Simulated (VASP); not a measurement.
A run of VASP 6.6.1 is set up as follows.

File INCAR:

```
PREC = Accurate
ENCUT = 520
EDIFF = 1E-8
ISMEAR = -1
SIGMA = 0.05
LREAL = False
LASPH = True
NELM = 80
ALGO = Normal
ISIF = 2
LWAVE = False
LCHARG = False
GGA = PE
LEFG = True
NBANDS = 16
```

Contents of KPOINTS:

```
regular mesh
0
Gamma
  11 11 10
```

Contents of POSCAR:

```
NbSb
1.0
    3.5955245195      0.0000000000      0.0000000000
   -1.7977622598      3.1138155738      0.0000000000
    0.0000000000      0.0000000000      3.8131774456
Nb Sb
1 1
Direct
    0.0000000000      0.0000000000      0.0000000000
    0.3333333333      0.6666666667      0.5000000000
```

Potentials or basis: VASP PAW PBE potentials, release 64 (Nb_sv, Sb).

Launch:

```console
$ cat potpaw_PBE.64/Nb_sv/POTCAR potpaw_PBE.64/Sb/POTCAR > POTCAR
$ mpirun -np 1 vasp_std > vasp.out
```

Predict the pressure.

-0.3 GPa.

What does it give for the band gap on the k mesh?

Zero (band 9 reaches 10.36 eV, above the bottom of band 10 at 10.06 eV).

Electric field gradients, principal values (V/Å²):
```
atom   least  middle  greatest (by size)
1 Nb  -3.840  -3.841               7.681
2 Sb  36.495  36.495             -72.990
```

Caveat: without QUAD_EFG the Cq values of the log hold for a quadrupole moment of 1 mb, not for the nuclei; spin-orbit coupling is left out, which moves the levels of the heavy elements.
